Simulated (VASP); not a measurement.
**AlAs (l.b): single point with LDA**

AlAs (l.b):

```xyz
2
Lattice="0.0000 2.8400 2.8400 2.8400 0.0000 2.8400 2.8400 2.8400 0.0000" Properties=species:S:1:pos:R:3 pbc="T T T"
Al    0.0000    0.0000    0.0000
As    1.4200    1.4200    1.4200
```

```yaml
Program: VASP 6.6.1
Task: single point
Functional: LDA
Potentials_or_basis: VASP PAW LDA potentials, release 64 (Al, As)
Cutoff: 500 eV
k_mesh: 6 × 6 × 6
Occupations: gaussian, width 0.1 eV
Spin: no spin polarisation
```

```
Pressure               : -1.6 GPa
Band gap on the k mesh : 1.35 eV, indirect (least direct gap 1.80 eV)
```

Levels at points of the mesh, in eV from the valence-band top:
| k point | band 1 | band 2 | band 3 | band 4 | band 5 | band 6 | band 7 | band 8 | band 9 |
| --- | --- | --- | --- | --- | --- | --- | --- | --- | --- |
| (0.00, 0.00, 0.00) | -11.84 | 0.00 | 0.00 | 0.00 | 1.80 | 4.22 | 4.22 | 4.22 | 8.57 |
| (0.50, 0.00, 0.00) | -10.45 | -5.55 | -0.82 | -0.82 | 1.98 | 4.62 | 4.62 | 7.56 | 10.89 |
| (0.50, 0.50, 0.00) | -9.91 | -5.42 | -2.16 | -2.16 | 1.35 | 2.19 | 10.12 | 10.12 | 11.46 |

It took 3.4 s on 1 thread of Intel(R) Xeon(R) 6975P-C (Granite Rapids) (shared host), peak memory 0.14 GiB.

A k mesh can miss the band edges. As with any semilocal functional, this LDA gap is likely too small.
